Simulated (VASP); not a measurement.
# Pt4C in VASP: single point with PBEsol

Aim: the single point of Pt4C with PBEsol.

All numbers are computed with VASP 6.6.1; they aren't measurements. Logs are shortened: lines on timing, memory, paths and dates and some standing lists are left out, and cuts for length are marked.

## Step 1: The cell of the first run

The cell holds a slab with vacuum, 5 atoms: a = 2.770 Å, b = 3.918 Å, c = 21.097 Å, α = 90.00°, β = 90.00°, γ = 90.00°.

## Step 2: Single point, PBEsol, collinear spin

INCAR

```
  ALGO = Normal
  DIPOL = 0.5 0.5 0.320
  EDIFF = 1E-6
  ENCUT = 520
  GGA = PS
  GGA_COMPAT = F
  IDIPOL = 3
  ISIF = 2
  ISMEAR = 0
  ISPIN = 2
  LASPH = T
  LCHARG = F
  LDIPOL = T
  LMAXMIX = 4
  LORBIT = 11
  LREAL = F
  LWAVE = F
  MAGMOM = 0 0 0 0 2
  NBANDS = 34
  NELM = 200
  NELMDL = -8
  PREC = Accurate
  SIGMA = 0.1
```

KPOINTS

```
k-points
0
Gamma
  10 7 1
```

POSCAR

```
Pt4C
1.0
    2.7704032196      0.0000000000      0.0000000000
    0.0000000000      3.9179418064      0.0000000000
    0.0000000000      0.0000000000     21.0969749094
Pt C
4 1
Direct
    0.5000000000      0.5000000000      0.1896006426
    0.0000000000      0.0000000000      0.2552594214
    0.5000000000      0.5000000000      0.3256256435
    0.0000000000      0.0000000000      0.3837979115
    0.0000000000      0.3333333333      0.4463661236
```

Potentials or basis: VASP PAW PBE potentials, release 64 (Pt, C).

Command:

```bash
> cat potpaw_PBE.64/Pt/POTCAR potpaw_PBE.64/C/POTCAR > POTCAR
> mpirun -np 1 vasp_std > vasp.out
```

OUTCAR:

```text
EDIFF = 1E-6
   ENCUT = 520
   GGA = PS
   ISIF = 2
   ISMEAR = 0
   ISPIN = 2
   LASPH = T
   LORBIT = 11
   LREAL = F
   NELM = 200
   NELMDL = -8
   PREC = Accurate

 ion  position               nearest neighbor table
   1  0.500  0.500  0.190-   2 2.77   2 2.77   2 2.77   2 2.77   3 2.87
   2  0.000  0.000  0.255-   4 2.71   1 2.77   1 2.77   1 2.77   1 2.77   3 2.82   3 2.82   3 2.82
                             3 2.82
   3  0.500  0.500  0.326-   4 2.69   4 2.69   4 2.69   4 2.69   2 2.82   2 2.82   2 2.82   2 2.82
                             1 2.87
   4  0.000  0.000  0.384-   5 1.86   3 2.69   3 2.69   3 2.69   3 2.69   2 2.71
   5  0.000  0.333  0.446-   4 1.86

  LATTYP: Found a simple orthorhombic cell.
 ALAT       =     2.7704032196
 B/A-ratio  =     1.4142135624
 C/A-ratio  =     7.6151279208

  Lattice vectors:

 A1 = (   2.7704032196,   0.0000000000,   0.0000000000)
 A2 = (   0.0000000000,   3.9179418064,   0.0000000000)
 A3 = (   0.0000000000,   0.0000000000,  21.0969749094)

Analysis of symmetry for initial positions (statically):
=====================================================================
 Subroutine PRICEL returns:
 Original cell was already a primitive cell.

 Routine SETGRP: Setting up the symmetry group for a
 simple orthorhombic supercell.

 Subroutine GETGRP returns: Found  2 space group operations
 (whereof  2 operations were pure point group operations)
 out of a pool of  8 trial point group operations.

The static configuration has the point symmetry C_1h.

Analysis of symmetry for dynamics (positions and initial velocities):
=====================================================================
 Subroutine PRICEL returns:
 Original cell was already a primitive cell.

 Routine SETGRP: Setting up the symmetry group for a
 simple orthorhombic supercell.

 Subroutine GETGRP returns: Found  2 space group operations
 (whereof  2 operations were pure point group operations)
 out of a pool of  8 trial point group operations.

The dynamic configuration has the point symmetry C_1h.

Analysis of structural, dynamic, and magnetic symmetry:
=====================================================================
 Subroutine PRICEL returns:
 Original cell was already a primitive cell.

 Routine SETGRP: Setting up the symmetry group for a
[... 147 lines left out ...]
 NGX is ok and might be reduce to    24
   NGX = 11   NGY = 15   NGZ = 79

 dipolmoment           0.000000      0.000000     -0.006756 electrons x Angstroem

 number of electron      43.9999999 magnetization       0.0046858

 number of electron      43.9999999 magnetization      -0.0000618

 dipolmoment           0.000000      0.000000      0.028231 electrons x Angstroem

 Free energy of the ion-electron system (eV)
  ---------------------------------------------------
  ext. energy  EPLUGINS =         0.00000000
  ---------------------------------------------------
  free energy    TOTEN  =       -31.18319696 eV

  energy without entropy =      -31.16288214  energy(sigma->0) =      -31.17303955

 E-fermi :  -0.9428     XC(G=0):  -4.9533

 val. band max:       -0.9977792304   @ k =   0.4000   0.0000   0.0000
 cond. band min:      -0.9225592184   @ k =   0.0000   0.2857   0.0000
 fundamental gap:      0.0752200120
 Fermi energy:        -0.9428341772

 spin component 1

 k-point     1 :       0.0000    0.0000    0.0000
  band No.  band energies     occupation
      1     -12.5679      1.00000
      2      -9.5964      1.00000
      3      -7.7040      1.00000
      4      -7.3555      1.00000
      5      -7.0482      1.00000
      6      -6.4017      1.00000
[... 877 lines left out ...]
     33       7.9809      0.00000
     34       9.1111      0.00000
 Fermi energy:        -0.9428341772

 spin component 2

 k-point     1 :       0.0000    0.0000    0.0000
  band No.  band energies     occupation
      1     -12.5679      1.00000
      2      -9.5964      1.00000
      3      -7.7041      1.00000
      4      -7.3555      1.00000
      5      -7.0482      1.00000
      6      -6.4017      1.00000
[... 877 lines left out ...]
     33       7.9808      0.00000
     34       9.1110      0.00000

------------------------ aborting loop because EDIFF is reached ----------------------------------------

 vacuum level on the upper side and lower side of the slab       (xc-potential included)         0.229        -0.229

  FORCE on cell =-STRESS in cart. coord.  units (eV):
  Direction    XX          YY          ZZ          XY          YZ          ZX
  --------------------------------------------------------------------------------------
  -------------------------------------------------------------------------------------
  Total       -4.8448048     -5.2343620     -2.3298572      0.0000000     -0.9103826      0.0000000
  in kB      -33.8973473    -36.6229384    -16.3011683      0.0000000     -6.3696179      0.0000000
  external PRESSURE =     -28.9404847 kB  Pullay stress =       0.0000000 kB

 VOLUME and BASIS-vectors are now :
 -----------------------------------------------------------------------------
  energy-cutoff  :      520.00
  volume of cell :      228.99
      direct lattice vectors                 reciprocal lattice vectors
     2.770403220  0.000000000  0.000000000     0.360958287  0.000000000  0.000000000
     0.000000000  3.917941806  0.000000000     0.000000000  0.255236052  0.000000000
     0.000000000  0.000000000 21.096974909     0.000000000  0.000000000  0.047400161

 POSITION                                       TOTAL-FORCE (eV/Angst)
 -----------------------------------------------------------------------------------
      1.38520      1.95897      4.00000         0.000000     -0.039568      1.023848
      0.00000      0.00000      5.38520         0.000000     -0.241754     -0.998282
      1.38520      1.95897      6.86972         0.000000      0.372536     -1.034986
      0.00000      0.00000      8.09697         0.000000      0.871636      2.569205
      0.00000      1.30598      9.41697         0.000000     -0.962849     -1.559784
 -----------------------------------------------------------------------------------
    total drift:                                0.000000     -0.000020      0.000254

  FREE ENERGIE OF THE ION-ELECTRON SYSTEM (eV)
  ---------------------------------------------------
  free  energy   TOTEN  =       -31.1831969586 eV

  energy  without entropy=      -31.1628821449  energy(sigma->0) =      -31.17303955

 vacuum level on the upper side and lower side of the slab         5.101         4.631

 total charge

# of ion       s       p       d       tot
------------------------------------------
    1        0.594   0.348   8.060   9.002
    2        0.621   0.559   7.998   9.178
    3        0.631   0.577   8.073   9.282
    4        0.732   0.706   8.071   9.509
    5        1.025   1.067   0.000   2.092
--------------------------------------------------
tot          3.604   3.257  32.202  39.063

 magnetization (x)

# of ion       s       p       d       tot
------------------------------------------
    1       -0.000  -0.000  -0.000  -0.000
    2        0.000  -0.000  -0.000  -0.000
    3       -0.000  -0.000  -0.000  -0.000
    4        0.000  -0.000   0.000   0.000
    5        0.000   0.000   0.000   0.000
--------------------------------------------------
tot         -0.000   0.000  -0.000  -0.000
```

stdout:

```text
POSCAR found type information on POSCAR PtC
 POSCAR found :  2 types and       5 ions
 scaLAPACK will be used
 -----------------------------------------------------------------------------
|                                                                             |
|                                                                             |
|     You enforced a specific xc type in the INCAR file but a different       |
|     I HOPE YOU KNOW WHAT YOU ARE DOING!                                     |
|                                                                             |
 -----------------------------------------------------------------------------

 LDA part: xc-table for (Slater+PW92), standard interpolation
 POSCAR, INCAR and KPOINTS ok, starting setup
 FFT: planning ... GRIDC
 FFT: planning ... GRID_SOFT
 FFT: planning ... GRID
 WAVECAR not read
 entering main loop
```

Run time: 23 min. Hardware: 1 thread of Oxide Virtual Turin-like, shared host; peak memory 0.54 GiB.

What came out:

```yaml
Free_energy: -31.1832 eV
Largest_force: 2.713 eV/Å
Band_gap_on_the_k_mesh: zero (filled and empty bands overlap)
Net_moment: 0.00 μB per cell
Valence_electrons_inside_the_program's_atomic_spheres: Pt 9.00, 9.18, 9.28, 9.51; C 2.09
```

Forces in eV/Å, atoms in the order of the input:
```
Pt   0.000 -0.040  1.024
Pt   0.000 -0.242 -0.998
Pt   0.000  0.373 -1.035
Pt   0.000  0.872  2.569
C    0.000 -0.963 -1.560
```

Caveat: the PAW data sets were made with another functional, which shifts forces and pressure a little; spin-orbit coupling is left out, which moves the levels of the heavy elements.

The gap in the log of VASP goes by the Fermi energy; the results here count the filled bands.